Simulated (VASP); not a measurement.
# HfZrGe4 (F-43m) in VASP: single point with PBE

Aim: the single point of HfZrGe4 with PBE.

Program: VASP 6.6.1. These are calculated values, not measurements. Logs are shortened: lines on timing, memory, paths and dates and some standing lists are left out, and cuts for length are marked.

## Step 1: The cell of the first run

It takes space group F-43m (No. 216, cubic). The conventional cell has a = 8.162 Å, b = 8.162 Å, c = 8.162 Å, α = 90.00°, β = 90.00°, γ = 90.00°. Zr (site symmetry -43m) has 12 Ge at 3.43 Å and 4 Hf at 3.53 Å within 4.5 Å. Hf (site symmetry -43m) has 12 Ge at 3.35 Å and 4 Zr at 3.53 Å within 4.4 Å. Within 3.3 Å of Ge (site symmetry 3m) lie 6 Ge at 2.49 to 3.28 Å.

## Step 2: Single point, PBE

INCAR

```
ALGO = Normal ; EDIFF = 1E-6
ENCUT = 520 ; GGA = PE
ISIF = 2 ; ISMEAR = 0
LASPH = T ; LCHARG = F
LREAL = F ; LWAVE = F
NBANDS = 48 ; NELM = 100
PREC = Accurate ; SIGMA = 0.1
```

KPOINTS

```
k-points
0
Gamma
  4 4 4
```

POSCAR

```
HfZrGe4
1.0
    0.0000000000      4.0811436900      4.0811436900
    4.0811436900      0.0000000000      4.0811436900
    4.0811436900      4.0811436900      0.0000000000
Zr Hf Ge
1 1 4
Direct
    0.0000000000      0.0000000000      0.0000000000
    0.7500000000      0.7500000000      0.7500000000
    0.3920515100      0.3920515100      0.3920515100
    0.3920515100      0.3920515100      0.8238454600
    0.3920515100      0.8238454600      0.3920515100
    0.8238454600      0.3920515100      0.3920515100
```

Potentials or basis: VASP PAW PBE potentials, release 64 (Zr_sv, Hf_pv, Ge_d).

Run with:

```bash
$ cat potpaw_PBE.64/Zr_sv/POTCAR potpaw_PBE.64/Hf_pv/POTCAR potpaw_PBE.64/Ge_d/POTCAR > POTCAR
$ mpirun -np 1 vasp_std > vasp.out
```

OUTCAR:

```text
EDIFF = 1E-6
   ENCUT = 520
   GGA = PE
   ISIF = 2
   ISMEAR = 0
   LASPH = T
   LREAL = F
   NELM = 100
   PREC = Accurate

 ion  position               nearest neighbor table
   1  0.000  0.000  0.000-   2 3.53   2 3.53   2 3.53   2 3.53
   2  0.750  0.750  0.750-   4 3.35   5 3.35   4 3.35   6 3.35   5 3.35   6 3.35   3 3.35   3 3.35
                             3 3.35   4 3.35   5 3.35   6 3.35   1 3.53   1 3.53   1 3.53   1 3.53
   3  0.392  0.392  0.392-   4 2.49   5 2.49   6 2.49   2 3.35   2 3.35   2 3.35
   4  0.392  0.392  0.824-   3 2.49   5 2.49   6 2.49   2 3.35   2 3.35   2 3.35
   5  0.392  0.824  0.392-   3 2.49   4 2.49   6 2.49   2 3.35   2 3.35   2 3.35
   6  0.824  0.392  0.392-   3 2.49   4 2.49   5 2.49   2 3.35   2 3.35   2 3.35

  LATTYP: Found a face centered cubic cell.
 ALAT       =     8.1622873800

  Lattice vectors:

 A1 = (   0.0000000000,   4.0811436900,   4.0811436900)
 A2 = (   4.0811436900,   0.0000000000,   4.0811436900)
 A3 = (   4.0811436900,   4.0811436900,   0.0000000000)

Analysis of symmetry for initial positions (statically):
=====================================================================
 Subroutine PRICEL returns:
 Original cell was already a primitive cell.

 Routine SETGRP: Setting up the symmetry group for a
 face centered cubic supercell.

 Subroutine GETGRP returns: Found 24 space group operations
 (whereof 24 operations were pure point group operations)
 out of a pool of 48 trial point group operations.

The static configuration has the point symmetry T_d .

Analysis of symmetry for dynamics (positions and initial velocities):
=====================================================================
 Subroutine PRICEL returns:
 Original cell was already a primitive cell.

 Routine SETGRP: Setting up the symmetry group for a
 face centered cubic supercell.

 Subroutine GETGRP returns: Found 24 space group operations
 (whereof 24 operations were pure point group operations)
 out of a pool of 48 trial point group operations.

The dynamic configuration has the point symmetry T_d .

 Subroutine INISYM returns: Found 24 space group operations
 (whereof 24 operations are pure point group operations),
 and found     1 'primitive' translations

----------------------------------------------------------------------------------------

                                     Primitive cell

  volume of cell :     135.9489

  direct lattice vectors                    reciprocal lattice vectors
     0.000000000  4.081143690  4.081143690    -0.122514677  0.122514677  0.122514677
     4.081143690  0.000000000  4.081143690     0.122514677 -0.122514677  0.122514677
     4.081143690  4.081143690  0.000000000     0.122514677  0.122514677 -0.122514677

  length of vectors
     5.771608756  5.771608756  5.771608756     0.212201645  0.212201645  0.212201645

  position of ions in fractional coordinates (direct lattice)
     0.000000000  0.000000000  0.000000000
     0.750000000  0.750000000  0.750000000
     0.392051510  0.392051510  0.392051510
     0.392051510  0.392051510  0.823845460
     0.392051510  0.823845460  0.392051510
     0.823845460  0.392051510  0.392051510

  ion indices of the primitive-cell ions
   primitive index   ion index
                 1           1
                 2           2
                 3           3
                 4           4
                 5           5
                 6           6

----------------------------------------------------------------------------------------

 KPOINTS: k-points

Automatic generation of k-mesh.
 Grid dimensions read from file:
 generate k-points for:    4    4    4

 Generating k-lattice:

  Cartesian coordinates                     Fractional coordinates (reciprocal lattice)
    -0.030628669  0.030628669  0.030628669     0.250000000  0.000000000  0.000000000
     0.030628669 -0.030628669  0.030628669     0.000000000  0.250000000  0.000000000
     0.030628669  0.030628669 -0.030628669     0.000000000  0.000000000  0.250000000

  Length of vectors
     0.053050411  0.053050411  0.053050411

  Shift w.r.t. Gamma in fractional coordinates (k-lattice)
     0.000000000  0.000000000  0.000000000

 Subroutine IBZKPT returns following result:
 ===========================================

 Found      8 irreducible k-points:

 Following reciprocal coordinates:
            Coordinates               Weight
  0.000000  0.000000  0.000000      1.000000
  0.250000  0.000000  0.000000      8.000000
  0.500000  0.000000  0.000000      4.000000
  0.250000  0.250000  0.000000      6.000000
  0.500000  0.250000  0.000000     24.000000
 -0.250000  0.250000  0.000000     12.000000
  0.500000  0.500000  0.000000      3.000000
 -0.250000  0.500000  0.250000      6.000000
   k-points           NKPTS =      8   k-points in BZ     NKDIM =      8   number of bands    NBANDS=     48
   number of dos      NEDOS =    301   number of ions     NIONS =      6
   total plane-waves  NPLWV = 110592
   dimension x,y,z NGX =    48 NGY =   48 NGZ =   48
   dimension x,y,z NGXF=    96 NGYF=   96 NGZF=   96
   ions per type =               1   1   4
   NGX,Y,Z   is equivalent  to a cutoff of  13.83, 13.83, 13.83 a.u.
   NGXF,Y,Z  is equivalent  to a cutoff of  27.65, 27.65, 27.65 a.u.
 SYSTEM =  unknown system
   PREC   = accura    normal or accurate (medium, high low for compatibility)
   ISTART =      0    job   : 0-new  1-cont  2-samecut
   ICHARG =      2    charge: 1-file 2-atom 10-const
   ISPIN  =      1    spin polarized calculation?
   LNONCOLLINEAR =      F non collinear calculations
   LSORBIT =      F    spin-orbit coupling
   LASPH  =      T    aspherical Exc in radial PAW
   ENCUT  =  520.0 eV  38.22 Ry    6.18 a.u.  10.73 10.73 10.73*2*pi/ulx,y,z
   NELM   =    100;   NELMIN=  2; NELMDL= -5     # of ELM steps
   EDIFF  = 0.1E-05   stopping-criterion for ELM
   LREAL  =      F    real-space projection
   EDIFFG = 0.1E-04   stopping-criterion for IOM
   NSW    =      0    number of steps for IOM
   IBRION =     -1    ionic relax: 0-MD 1-quasi-New 2-CG
   NFREE  =      0    steps in history (QN), initial steepest desc. (CG)
   ISIF   =      2    stress and relaxation
   ISYM   =      2    0-nonsym 1-usesym 2-fastsym
   POTIM  = 0.5000    time-step for ionic-motion
   TEBEG  =    0.0;   TEEND  =   0.0 temperature during run
   PSTRESS=    0.0 pullay stress
   NELECT =      78.0000    total number of electrons
   NUPDOWN=      -1.0000    fix difference up-down
   EMIN   =  10.00;   EMAX   =-10.00  energy-range for DOS
   EFERMI =   0.00;   METHOD = LEGACY
   ISMEAR =     0;   SIGMA  =   0.10  broadening in eV -4-tet -1-fermi 0-gaus
   EFERMI_NEDOS =   21; number of points for ismear=-14 and -15
   IALGO  =     38    algorithm
   IMIX   =      4    mixing-type and parameters
     AMIX     =   0.40;   BMIX     =  1.00
     AMIX_MAG =   1.60;   BMIX_MAG =  1.00
  volume/ion in A,a.u.               =      22.66       152.90
  Fermi-wavevector in a.u.,A,eV,Ry     =   1.360341  2.570672 25.177960  1.850528
  Thomas-Fermi vector in A             =   2.487012
   LORBIT       =      0    0 simple, 1 ext, 2 COOP (PROOUT), +10 PAW based schemes
   GGA     = PE    functional components
   LHFCALC =     F    Hartree Fock is set to
   AEXX    =    0.0000 exact exchange contribution
   IVDW    =     0    specifies the selected vdW correction
   LEPSILON=     F    determine dielectric tensor
   LRPA    =     F    only Hartree local field effects (RPA)
 non-spin polarized calculation
 Gauss-broadening in eV      SIGMA  =   0.10
  energy-cutoff  :      520.00
  volume of cell :      135.95
 maximum number of plane-waves:      3695
 NGX is ok and might be reduce to    48
   NGX = 21   NGY = 21   NGZ = 21

 number of electron      77.9999990 magnetization

 Free energy of the ion-electron system (eV)
  ---------------------------------------------------
  ext. energy  EPLUGINS =         0.00000000
  ---------------------------------------------------
  free energy    TOTEN  =       -34.14045341 eV

  energy without entropy =      -34.10269715  energy(sigma->0) =      -34.12157528

 E-fermi :   5.9528     XC(G=0): -10.6365

 val. band max:        5.9084875276   @ k =  -0.2500   0.5000   0.2500
 cond. band min:       6.0100058011   @ k =  -0.2500   0.2500   0.0000
 fundamental gap:      0.1015182735
 Fermi energy:         5.9527798408

 k-point     1 :       0.0000    0.0000    0.0000
  band No.  band energies     occupation
      1     -43.8952      2.00000
      2     -25.9750      2.00000
      3     -25.9750      2.00000
      4     -25.9750      2.00000
      5     -21.8549      2.00000
      6     -21.8549      2.00000
[... 40 lines left out ...]
     47       9.4881      0.00000
     48       9.4881      0.00000

 k-point     2 :       0.2500    0.0000    0.0000
  band No.  band energies     occupation
      1     -43.8952      2.00000
      2     -25.9752      2.00000
      3     -25.9750      2.00000
      4     -25.9750      2.00000
      5     -21.8555      2.00000
      6     -21.8548      2.00000
[... 40 lines left out ...]
     47       9.1156      0.00000
     48       9.1159      0.00000

 k-point     3 :       0.5000    0.0000    0.0000
  band No.  band energies     occupation
      1     -43.8951      2.00000
      2     -25.9754      2.00000
      3     -25.9751      2.00000
      4     -25.9751      2.00000
      5     -21.8560      2.00000
      6     -21.8547      2.00000
[... 40 lines left out ...]
     47       8.5234      0.00000
     48       8.5387      0.00000

 k-point     4 :       0.2500    0.2500    0.0000
  band No.  band energies     occupation
      1     -43.8952      2.00000
      2     -25.9752      2.00000
      3     -25.9752      2.00000
      4     -25.9750      2.00000
      5     -21.8556      2.00000
      6     -21.8548      2.00000
[... 40 lines left out ...]
     47       8.4505      0.00000
     48       9.3895      0.00000

 k-point     5 :       0.5000    0.2500    0.0000
  band No.  band energies     occupation
      1     -43.8951      2.00000
      2     -25.9756      2.00000
      3     -25.9753      2.00000
      4     -25.9749      2.00000
      5     -21.8560      2.00000
      6     -21.8549      2.00000
[... 40 lines left out ...]
     47       8.6469      0.00000
     48       8.7542      0.00000

 k-point     6 :      -0.2500    0.2500    0.0000
  band No.  band energies     occupation
      1     -43.8951      2.00000
      2     -25.9755      2.00000
      3     -25.9751      2.00000
      4     -25.9750      2.00000
      5     -21.8558      2.00000
      6     -21.8549      2.00000
[... 40 lines left out ...]
     47       8.7615      0.00000
     48       9.0654      0.00000

 k-point     7 :       0.5000    0.5000    0.0000
  band No.  band energies     occupation
      1     -43.8952      2.00000
      2     -25.9754      2.00000
      3     -25.9754      2.00000
      4     -25.9751      2.00000
      5     -21.8563      2.00000
      6     -21.8547      2.00000
[... 40 lines left out ...]
     47       8.4130      0.00000
     48       8.7936      0.00000

 k-point     8 :      -0.2500    0.5000    0.2500
  band No.  band energies     occupation
      1     -43.8951      2.00000
      2     -25.9756      2.00000
      3     -25.9754      2.00000
      4     -25.9748      2.00000
      5     -21.8560      2.00000
      6     -21.8550      2.00000
[... 40 lines left out ...]
     47       8.4520      0.00000
     48       8.5571      0.00000

------------------------ aborting loop because EDIFF is reached ----------------------------------------

  FORCE on cell =-STRESS in cart. coord.  units (eV):
  Direction    XX          YY          ZZ          XY          YZ          ZX
  --------------------------------------------------------------------------------------
  -------------------------------------------------------------------------------------
  Total       -5.0291764     -5.0291764     -5.0291764      0.0000000      0.0000000     -0.0000000
  in kB      -59.2695725    -59.2695725    -59.2695725      0.0000000      0.0000000     -0.0000000
  external PRESSURE =     -59.2695725 kB  Pullay stress =       0.0000000 kB

 VOLUME and BASIS-vectors are now :
 -----------------------------------------------------------------------------
  energy-cutoff  :      520.00
  volume of cell :      135.95
      direct lattice vectors                 reciprocal lattice vectors
     0.000000000  4.081143690  4.081143690    -0.122514677  0.122514677  0.122514677
     4.081143690  0.000000000  4.081143690     0.122514677 -0.122514677  0.122514677
     4.081143690  4.081143690  0.000000000     0.122514677  0.122514677 -0.122514677

 POSITION                                       TOTAL-FORCE (eV/Angst)
 -----------------------------------------------------------------------------------
      0.00000      0.00000      0.00000         0.000000      0.000000      0.000000
      6.12172      6.12172      6.12172         0.000000      0.000000      0.000000
      3.20004      3.20004      3.20004        -1.670426     -1.670426     -1.670426
      4.96225      4.96225      3.20004         1.670426      1.670426     -1.670426
      4.96225      3.20004      4.96225         1.670426     -1.670426      1.670426
      3.20004      4.96225      4.96225        -1.670426      1.670426      1.670426
 -----------------------------------------------------------------------------------
    total drift:                                0.000042      0.000042      0.000042

  FREE ENERGIE OF THE ION-ELECTRON SYSTEM (eV)
  ---------------------------------------------------
  free  energy   TOTEN  =       -34.1404534120 eV

  energy  without entropy=      -34.1026971515  energy(sigma->0) =      -34.12157528
```

It took 35 s on 1 thread of Intel Xeon 6975P-C (Granite Rapids), shared host; peak memory 0.33 GiB.

Results:

| Quantity | Value |
| --- | --- |
| Free energy | -34.1405 eV |
| Pressure | -5.9 GPa |
| Largest force | 2.893 eV/Å |
| Band gap on the k mesh | zero (band 39 reaches 6.31 eV, above the bottom of band 40 at 5.54 eV) |

Forces on the atoms (eV/Å):
```
Zr   0.000  0.000  0.000
Hf   0.000  0.000  0.000
Ge  -1.670 -1.670 -1.670
Ge   1.670  1.670 -1.670
Ge   1.670 -1.670  1.670
Ge  -1.670  1.670  1.670
```

Caveat: spin-orbit coupling is left out, which moves the levels of the heavy elements; forces of over 1 eV/Å act on the atoms, so gaps and moduli don't describe the material at rest.
